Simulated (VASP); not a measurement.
# GeW (CsCl type) (Pm-3m) in VASP: a series of runs

GeW (CsCl type) is run at these levels: PBE; tasks: single point, relaxation of cell and atoms.

Program: VASP 6.6.1. These are calculated values, not measurements. Logs are shortened: lines on timing, memory, paths and dates and some standing lists are left out, and cuts for length are marked.

**1. The cell of the first run**

Symmetry: Pm-3m, No. 221, cubic system. Conventional cell: a = 2.633 Å, b = 2.633 Å, c = 2.633 Å, α = 90.00°, β = 90.00°, γ = 90.00°. W (site symmetry m-3m) has 8 Ge at 2.28 Å and 6 W at 2.63 Å within 3.0 Å. Ge (site symmetry m-3m) has 8 W at 2.28 Å and 6 Ge at 2.63 Å within 3.0 Å.

**2. Single point, PBE**

INCAR

```
ALGO = Normal
EDIFF = 1E-6
ENCUT = 520
GGA = PE
ISIF = 2
ISMEAR = -1
LASPH = T
LCHARG = F
LREAL = F
LWAVE = F
NBANDS = 21
NELM = 80
PREC = Accurate
SIGMA = 0.05
```

KPOINTS

```
k-points
0
Gamma
  15 15 15
```

POSCAR

```
GeW
1.0
    2.6325545669      0.0000000000      0.0000000000
    0.0000000000      2.6325545669      0.0000000000
    0.0000000000      0.0000000000      2.6325545669
W Ge
1 1
Direct
    0.0000000000      0.0000000000      0.0000000000
    0.5000000000      0.5000000000      0.5000000000
```

Potentials or basis: VASP PAW PBE potentials, release 64 (W_sv, Ge_d).

Started as:

```console
$ cat potpaw_PBE.64/W_sv/POTCAR potpaw_PBE.64/Ge_d/POTCAR > POTCAR
$ mpirun -np 1 vasp_std > vasp.out
```

OUTCAR:

```text
EDIFF = 1E-6
   ENCUT = 520
   GGA = PE
   ISIF = 2
   ISMEAR = -1
   LASPH = T
   LREAL = F
   NELM = 80
   PREC = Accurate

 ion  position               nearest neighbor table
   1  0.000  0.000  0.000-   2 2.28   2 2.28   2 2.28   2 2.28   2 2.28   2 2.28   2 2.28   2 2.28

   2  0.500  0.500  0.500-   1 2.28   1 2.28   1 2.28   1 2.28   1 2.28   1 2.28   1 2.28   1 2.28

  LATTYP: Found a simple cubic cell.
 ALAT       =     2.6325545669

  Lattice vectors:

 A1 = (   2.6325545669,   0.0000000000,   0.0000000000)
 A2 = (   0.0000000000,   2.6325545669,   0.0000000000)
 A3 = (   0.0000000000,   0.0000000000,   2.6325545669)

Analysis of symmetry for initial positions (statically):
=====================================================================
 Subroutine PRICEL returns:
 Original cell was already a primitive cell.

 Routine SETGRP: Setting up the symmetry group for a
 simple cubic supercell.

 Subroutine GETGRP returns: Found 48 space group operations
 (whereof 48 operations were pure point group operations)
 out of a pool of 48 trial point group operations.

The static configuration has the point symmetry O_h .

Analysis of symmetry for dynamics (positions and initial velocities):
=====================================================================
 Subroutine PRICEL returns:
 Original cell was already a primitive cell.

 Routine SETGRP: Setting up the symmetry group for a
 simple cubic supercell.

 Subroutine GETGRP returns: Found 48 space group operations
 (whereof 48 operations were pure point group operations)
 out of a pool of 48 trial point group operations.

The dynamic configuration has the point symmetry O_h .

 Subroutine INISYM returns: Found 48 space group operations
 (whereof 48 operations are pure point group operations),
 and found     1 'primitive' translations

----------------------------------------------------------------------------------------

                                     Primitive cell

  volume of cell :      18.2445

  direct lattice vectors                    reciprocal lattice vectors
     2.632554567  0.000000000  0.000000000     0.379859173  0.000000000  0.000000000
     0.000000000  2.632554567  0.000000000     0.000000000  0.379859173  0.000000000
     0.000000000  0.000000000  2.632554567     0.000000000  0.000000000  0.379859173

  length of vectors
     2.632554567  2.632554567  2.632554567     0.379859173  0.379859173  0.379859173

  position of ions in fractional coordinates (direct lattice)
     0.000000000  0.000000000  0.000000000
     0.500000000  0.500000000  0.500000000

  ion indices of the primitive-cell ions
   primitive index   ion index
                 1           1
                 2           2

----------------------------------------------------------------------------------------

 KPOINTS: k-points

Automatic generation of k-mesh.
 Grid dimensions read from file:
 generate k-points for:   15   15   15

 Generating k-lattice:

  Cartesian coordinates                     Fractional coordinates (reciprocal lattice)
     0.025323945  0.000000000  0.000000000     0.066666667  0.000000000  0.000000000
     0.000000000  0.025323945  0.000000000     0.000000000  0.066666667  0.000000000
     0.000000000  0.000000000  0.025323945     0.000000000  0.000000000  0.066666667

  Length of vectors
     0.025323945  0.025323945  0.025323945

  Shift w.r.t. Gamma in fractional coordinates (k-lattice)
     0.000000000  0.000000000  0.000000000

 Subroutine IBZKPT returns following result:
 ===========================================

 Found    120 irreducible k-points:

 Following reciprocal coordinates:
            Coordinates               Weight
  0.000000  0.000000  0.000000      1.000000
  0.066667  0.000000  0.000000      6.000000
  0.133333  0.000000  0.000000      6.000000
  0.200000  0.000000  0.000000      6.000000
  0.266667  0.000000  0.000000      6.000000
  0.333333  0.000000  0.000000      6.000000
[... 16 lines left out ...]
  0.266667  0.200000  0.000000     24.000000
  0.333333  0.200000  0.000000     24.000000
 [... further k-points ...]
   k-points           NKPTS =    120   k-points in BZ     NKDIM =    120   number of bands    NBANDS=     21
   number of dos      NEDOS =    301   number of ions     NIONS =      2
   total plane-waves  NPLWV =   8000
   dimension x,y,z NGX =    20 NGY =   20 NGZ =   20
   dimension x,y,z NGXF=    40 NGYF=   40 NGZF=   40
   ions per type =               1   1
   NGX,Y,Z   is equivalent  to a cutoff of  12.63, 12.63, 12.63 a.u.
   NGXF,Y,Z  is equivalent  to a cutoff of  25.26, 25.26, 25.26 a.u.
 SYSTEM =  unknown system
   PREC   = accura    normal or accurate (medium, high low for compatibility)
   ISTART =      0    job   : 0-new  1-cont  2-samecut
   ICHARG =      2    charge: 1-file 2-atom 10-const
   ISPIN  =      1    spin polarized calculation?
   LNONCOLLINEAR =      F non collinear calculations
   LSORBIT =      F    spin-orbit coupling
   LASPH  =      T    aspherical Exc in radial PAW
   ENCUT  =  520.0 eV  38.22 Ry    6.18 a.u.   4.89  4.89  4.89*2*pi/ulx,y,z
   NELM   =     80;   NELMIN=  2; NELMDL= -5     # of ELM steps
   EDIFF  = 0.1E-05   stopping-criterion for ELM
   LREAL  =      F    real-space projection
   EDIFFG = 0.1E-04   stopping-criterion for IOM
   NSW    =      0    number of steps for IOM
   IBRION =     -1    ionic relax: 0-MD 1-quasi-New 2-CG
   NFREE  =      0    steps in history (QN), initial steepest desc. (CG)
   ISIF   =      2    stress and relaxation
   ISYM   =      2    0-nonsym 1-usesym 2-fastsym
   POTIM  = 0.5000    time-step for ionic-motion
   TEBEG  =    0.0;   TEEND  =   0.0 temperature during run
   PSTRESS=    0.0 pullay stress
   NELECT =      28.0000    total number of electrons
   NUPDOWN=      -1.0000    fix difference up-down
   EMIN   =  10.00;   EMAX   =-10.00  energy-range for DOS
   EFERMI =   0.00;   METHOD = LEGACY
   ISMEAR =    -1;   SIGMA  =   0.05  broadening in eV -4-tet -1-fermi 0-gaus
   EFERMI_NEDOS =   21; number of points for ismear=-14 and -15
   IALGO  =     38    algorithm
   IMIX   =      4    mixing-type and parameters
     AMIX     =   0.40;   BMIX     =  1.00
     AMIX_MAG =   1.60;   BMIX_MAG =  1.00
  volume/ion in A,a.u.               =       9.12        61.56
  Fermi-wavevector in a.u.,A,eV,Ry     =   1.888354  3.568472 48.516765  3.565882
  Thomas-Fermi vector in A             =   2.930189
   LORBIT       =      0    0 simple, 1 ext, 2 COOP (PROOUT), +10 PAW based schemes
   GGA     = PE    functional components
   LHFCALC =     F    Hartree Fock is set to
   AEXX    =    0.0000 exact exchange contribution
   IVDW    =     0    specifies the selected vdW correction
   LEPSILON=     F    determine dielectric tensor
   LRPA    =     F    only Hartree local field effects (RPA)
 non-spin polarized calculation
  energy-cutoff  :      520.00
  volume of cell :       18.24
 maximum number of plane-waves:       501
 NGX is ok and might be reduce to    20
   NGX =  9   NGY =  9   NGZ =  9

 number of electron      28.0000019 magnetization

 Free energy of the ion-electron system (eV)
  ---------------------------------------------------
  ext. energy  EPLUGINS =         0.00000000
  ---------------------------------------------------
  free energy    TOTEN  =        -8.10685221 eV

  energy without entropy =       -8.09498979  energy(sigma->0) =       -8.10092100

 E-fermi :  19.2339     XC(G=0): -16.3387

 val. band max:       19.2268714678   @ k =   0.4667   0.3333   0.0667
 cond. band min:      19.2492821973   @ k =   0.4000   0.2000   0.2000
 fundamental gap:      0.0224107295
 Fermi energy:        19.2338836139

 k-point     1 :       0.0000    0.0000    0.0000
  band No.  band energies     occupation
      1     -54.1733      2.00000
      2     -18.3552      2.00000
      3     -18.3552      2.00000
      4     -18.3552      2.00000
      5      -6.7612      2.00000
      6      -6.7612      2.00000
[... 13 lines left out ...]
     20      35.3229      0.00000
     21      36.1180      0.00000

 k-point     2 :       0.0667    0.0000    0.0000
  band No.  band energies     occupation
      1     -54.1680      2.00000
      2     -18.4409      2.00000
      3     -18.3501      2.00000
      4     -18.3501      2.00000
      5      -6.7577      2.00000
      6      -6.7415      2.00000
[... 13 lines left out ...]
     20      35.4889      0.00000
     21      36.6292      0.00000

 k-point     3 :       0.1333    0.0000    0.0000
  band No.  band energies     occupation
      1     -54.1530      2.00000
      2     -18.6774      2.00000
      3     -18.3354      2.00000
      4     -18.3354      2.00000
      5      -6.7477      2.00000
      6      -6.6864      2.00000
[... 13 lines left out ...]
     20      35.5756      0.00000
     21      38.3395      0.00000

 k-point     4 :       0.2000    0.0000    0.0000
  band No.  band energies     occupation
      1     -54.1309      2.00000
      2     -19.0117      2.00000
      3     -18.3138      2.00000
      4     -18.3138      2.00000
      5      -6.7330      2.00000
      6      -6.6063      2.00000
[... 13 lines left out ...]
     20      35.5699      0.00000
     21      39.5034      0.00000

 k-point     5 :       0.2667    0.0000    0.0000
  band No.  band energies     occupation
      1     -54.1054      2.00000
      2     -19.3769      2.00000
      3     -18.2888      2.00000
      4     -18.2888      2.00000
      5      -6.7161      2.00000
      6      -6.5156      2.00000
[... 13 lines left out ...]
     20      35.4921      0.00000
     21      39.9048      0.00000
[... 382 lines left out ...]
     20      33.4507      0.00000
     21      35.6649      0.00000

 k-point    22 :       0.2000    0.2000    0.0000
  band No.  band energies     occupation
      1     -54.0896      2.00000
      2     -18.9977      2.00000
      3     -18.8741      2.00000
      4     -18.2614      2.00000
      5      -6.6602      2.00000
      6      -6.5298      2.00000
[... 13 lines left out ...]
     20      35.1013      0.00000
     21      40.3514      0.00000

 k-point    23 :       0.2667    0.2000    0.0000
  band No.  band energies     occupation
      1     -54.0647      2.00000
      2     -19.2943      2.00000
      3     -18.8805      2.00000
      4     -18.2298      2.00000
      5      -6.6419      2.00000
      6      -6.4727      2.00000
[... 13 lines left out ...]
     20      35.8281      0.00000
     21      39.0606      0.00000

 k-point    24 :       0.3333    0.2000    0.0000
  band No.  band energies     occupation
      1     -54.0409      2.00000
      2     -19.6073      2.00000
      3     -18.8427      2.00000
      4     -18.1994      2.00000
      5      -6.6303      2.00000
      6      -6.4733      2.00000
[... 13 lines left out ...]
     20      35.5703      0.00000
     21      38.1572      0.00000

 [... further k-points ...]

------------------------ aborting loop because EDIFF is reached ----------------------------------------

  FORCE on cell =-STRESS in cart. coord.  units (eV):
  Direction    XX          YY          ZZ          XY          YZ          ZX
  --------------------------------------------------------------------------------------
  -------------------------------------------------------------------------------------
  Total       39.4057563     39.4057563     39.4057563     -0.0000000      0.0000000     -0.0000000
  in kB     3460.4940225   3460.4940225   3460.4940225     -0.0000000      0.0000000     -0.0000000
  external PRESSURE =    3460.4940225 kB  Pullay stress =       0.0000000 kB

 VOLUME and BASIS-vectors are now :
 -----------------------------------------------------------------------------
  energy-cutoff  :      520.00
  volume of cell :       18.24
      direct lattice vectors                 reciprocal lattice vectors
     2.632554567  0.000000000  0.000000000     0.379859173  0.000000000  0.000000000
     0.000000000  2.632554567  0.000000000     0.000000000  0.379859173  0.000000000
     0.000000000  0.000000000  2.632554567     0.000000000  0.000000000  0.379859173

 POSITION                                       TOTAL-FORCE (eV/Angst)
 -----------------------------------------------------------------------------------
      0.00000      0.00000      0.00000         0.000000      0.000000      0.000000
      1.31628      1.31628      1.31628         0.000000      0.000000      0.000000
 -----------------------------------------------------------------------------------
    total drift:                               -0.000000      0.000000      0.000000

  FREE ENERGIE OF THE ION-ELECTRON SYSTEM (eV)
  ---------------------------------------------------
  free  energy   TOTEN  =        -8.1068522076 eV

  energy  without entropy=       -8.0949897865  energy(sigma->0) =       -8.10092100
```

Run time: 26 s. Hardware: 1 thread of AMD EPYC 7R13 (Zen 3), shared host; peak memory 0.13 GiB.

Results:

- Free energy: -8.1069 eV
- Pressure: 346.0 GPa
- Band gap on the k mesh: zero (bands 14 and 15 overlap by 7.61 eV)

Caveat: the cell stands under pressure; spin-orbit coupling is left out, which moves the levels of the heavy elements.

**3. Single point, PBE**

INCAR

```
PREC = Accurate
ENCUT = 520
EDIFF = 1E-6
ISMEAR = -1
SIGMA = 0.05
LREAL = F
LASPH = T
NELM = 100
ALGO = Normal
ISIF = 2
LWAVE = F
LCHARG = F
GGA = PE
NBANDS = 21
```

KPOINTS

```
regular mesh
0
Gamma
  15 15 15
```

POSCAR

```
GeW
1.0
    2.6315715320      0.0000000000      0.0000000000
    0.0000000000      2.6315715320      0.0000000000
    0.0000000000      0.0000000000      2.6315715320
W Ge
1 1
Direct
    0.0000000000      0.0000000000      0.0000000000
    0.5000000000      0.5000000000      0.5000000000
```

Potentials or basis: VASP PAW PBE potentials, release 64 (W_sv, Ge_d).

Started as:

```console
$ cat potpaw_PBE.64/W_sv/POTCAR potpaw_PBE.64/Ge_d/POTCAR > POTCAR
$ mpirun -np 1 vasp_std > vasp.out
```

Run time: 26 s. Hardware: 1 thread of AMD EPYC 7R13 (Zen 3), shared host; peak memory 0.13 GiB.

It converged, with:

| Quantity | Value |
| --- | --- |
| Free energy | -8.0626 eV |
| Pressure | 347.6 GPa |
| Band gap on the k mesh | zero (bands 14 and 15 overlap by 7.63 eV) |

Levels at points of the mesh, in eV from the Fermi level:
```csv
k point,band 10,band 11,band 12,band 13,band 14,band 15,band 16,band 17,band 18,band 19
"(0.00, 0.00, 0.00)",-17.82,-6.72,-6.72,3.00,3.00,3.00,3.92,3.92,3.92,16.10
```

Caveat: the cell stands under pressure; spin-orbit coupling is left out, which moves the levels of the heavy elements.

[end of part 1 of 2]

The gap in the log of VASP goes by the Fermi energy; the results here count the filled bands.